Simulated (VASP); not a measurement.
V, 1 atom in the cell. The typed cell holds 1 atom: a = 2.764 Å, b = 2.587 Å, c = 2.694 Å, α = 57.81°, β = 58.52°, γ = 63.76°. 

- Program: VASP 6.6.1
- Task: single point
- Functional: PBE
- Potentials or basis: VASP PAW PBE potentials, release 64 (V_sv)
- Cutoff: 520 eV
- k mesh: 10 × 10 × 10
- Occupations: fermi-dirac, width 0.05 eV
- Spin: collinear spin, ferromagnetic start
- Starting moments: [4.0] μB
- Fixed moment: 4 μB
- Dipole correction: no
- Further INCAR settings: ALGO = Normal; EDIFF = 1e-06; NBANDS = 16

Potentials or basis: VASP PAW PBE potentials, release 64 (V_sv).

Launch:

```bash
$ cat potpaw_PBE.64/V_sv/POTCAR > POTCAR
$ mpirun -np 1 vasp_std > vasp.out
```

Hardware: 1 thread of Intel(R) Xeon(R) Platinum 8488C (Sapphire Rapids) (shared host).

**Question.** Estimate the wall time of this run.

**Answer.** Run time: 100 s on 1 thread of Intel(R) Xeon(R) Platinum 8488C (Sapphire Rapids), with other jobs on the host, peak memory 0.26 GiB. Counts: scf iterations 14, k points 504.
